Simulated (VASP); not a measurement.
Here is a VASP 6.6.1 calculation.

INCAR

```
SYSTEM = O
  PREC = Accurate
  ENCUT = 520
  EDIFF = 1E-6
  ISMEAR = 0
  SIGMA = 0.05
  LREAL = .FALSE.
  LASPH = .TRUE.
  NELM = 100
  ALGO = Normal
  ISIF = 2
  LWAVE = .FALSE.
  LCHARG = .FALSE.
  GGA = CA
  NBANDS = 13
```

Contents of KPOINTS:

```
Automatic mesh
0
G
  9 9 9
  0 0 0
```

Contents of POSCAR:

```
O
1.0
    1.6860405984      0.9734359934      3.7567154704
   -1.6860405984      0.9734359934      3.7567154704
    0.0000000000     -1.9468719867      3.7567154704
O
2
Direct
    0.0546147200      0.0546147200      0.0546147200
    0.9453852800      0.9453852800      0.9453852800
```

Potentials or basis: VASP PAW LDA potentials, release 64 (O).

The run is started by

```console
$ cat potpaw_LDA.64/O/POTCAR > POTCAR
$ mpirun -np 1 vasp_std > vasp.out
```

Q: Estimate the pressure.

A: -5.8 GPa.

Q: What does it give for the band gap on the k mesh?

A: Zero (bands 6 and 7 overlap by 0.50 eV).

Forces in eV/Å, atoms in the order of the input:
```
O    0.000  0.000 -0.724
O    0.000  0.000  0.724
```

Caveat: the standard files for N, O and F lose accuracy on very short bonds; spin is off for a triplet molecule; the cell stands under tension.
